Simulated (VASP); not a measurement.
La2O3:

```
La O
1.0
     6.26678    0.00000    0.00000
    -3.13339    5.42719    0.00000
     0.00000    0.00000    3.29977
La O
2 3
Cartesian
  3.1334 1.8091 1.6499
  0.0000 3.6181 1.6499
  3.1836 0.0000 0.0000
  -1.5918 2.7571 0.0000
  1.5416 2.6701 0.0000
```

| Item | Value |
| --- | --- |
| Program | VASP 6.6.1 |
| Task | relaxation of cell and atoms |
| Functional | r2SCAN |
| Potentials or basis | VASP PAW PBE potentials, release 64 (La, O) |
| Cutoff | 600 eV |
| k mesh | 5 × 5 × 8 |
| Occupations | fermi-dirac, width 0.05 eV |
| Spin | no spin polarisation |

At the start: pressure 1.0 GPa; volume 22.45 Å³/atom.

Task: Where does the relaxation end?

Result: Over 12 steps the energy falls by 4.7 meV/atom and the volume is 22.83 Å³/atom (+1.7 %); space group P6/mmm (No. 191, to 0.05 Å).

The path:
```tsv
step	energy change (eV)	largest force (eV/Å)	pressure (GPa)	volume (Å³)
1	0.0000	0.0512	0.97	112.23
2	-0.0186	0.0605	-0.40	114.43
3	-0.0187	0.0599	-0.22	114.27
4	-0.0187	0.0600	-0.24	114.32
5	-0.0191	0.0547	0.29	113.83
6	-0.0193	0.0569	0.10	114.01
7	-0.0199	0.0519	0.08	114.04
8	-0.0213	0.0395	0.04	114.14
9	-0.0229	0.0130	-0.08	114.33
10	-0.0229	0.0052	-0.11	114.39
11	-0.0229	0.0042	0.14	113.90
12	-0.0233	0.0011	0.02	114.14
```

Final structure:
```
La O
1.0
     6.34402    0.00000    0.00000
    -3.17201    5.49409    0.00000
     0.00000    0.00000    3.27479
La O
2 3
Direct
  0.66667 0.33333 0.50000
  0.33333 0.66667 0.50000
  0.50005 0.00000 0.00000
  0.00000 0.50005 0.00000
  0.49995 0.49995 0.00000
```

Caveat: the PAW data sets were made with another functional, which shifts forces and pressure a little.
